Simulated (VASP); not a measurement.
# S: single point with r2SCAN

Crystal: S.

```
S
1.0
     5.66565    0.00000    0.00000
    -2.83282    4.90659    0.00000
     0.00000    0.00000    3.47329
S
3
Direct
  0.00000 0.00000 0.00000
  0.33333 0.66667 0.50000
  0.66667 0.33333 0.50000
```

This isn't the form of S at room conditions, which is orthorhombic, of S8 rings.

| Quantity | Value |
| --- | --- |
| Program | VASP 6.6.1 |
| Task | single point |
| Functional | r2SCAN |
| Potentials or basis | VASP PAW PBE potentials, release 64 (S) |
| Cutoff | 520 eV |
| k mesh | 6 × 6 × 6 |
| Occupations | gaussian, width 0.1 eV |
| Spin | no spin polarisation |
| Dipole correction | no |
| Further INCAR settings | ALGO = Normal; EDIFF = 1e-07; NBANDS = 16 |

The pressure is -11.8 GPa and the band gap on the k mesh is zero (bands 9 and 10 overlap by 1.72 eV).

Stress tensor (GPa, compression positive):
```
-12.08   0.00   0.00
  0.00 -12.08   0.00
  0.00   0.00 -11.23
```

Levels at points of the mesh, in eV from the Fermi level:
```tsv
k point	band 7	band 8	band 9	band 10	band 11	band 12
(0.00, 0.00, 0.00)	-1.64	-0.11	0.83	0.95	0.96	0.96
(0.50, 0.00, 0.00)	-0.02	0.16	0.31	0.35	0.45	0.79
(0.00, 0.00, 0.50)	-1.64	-1.37	-0.43	-0.43	0.17	0.17
(0.50, 0.00, 0.50)	-1.81	-0.49	-0.42	-0.03	0.18	0.66
```

Wall time 85 s on 1 thread of Intel(R) Xeon(R) 6975P-C (Granite Rapids), with other jobs on the host, peak memory 0.22 GiB.

Caveat: the cell stands under tension; the PAW data sets were made with another functional, which shifts forces and pressure a little.
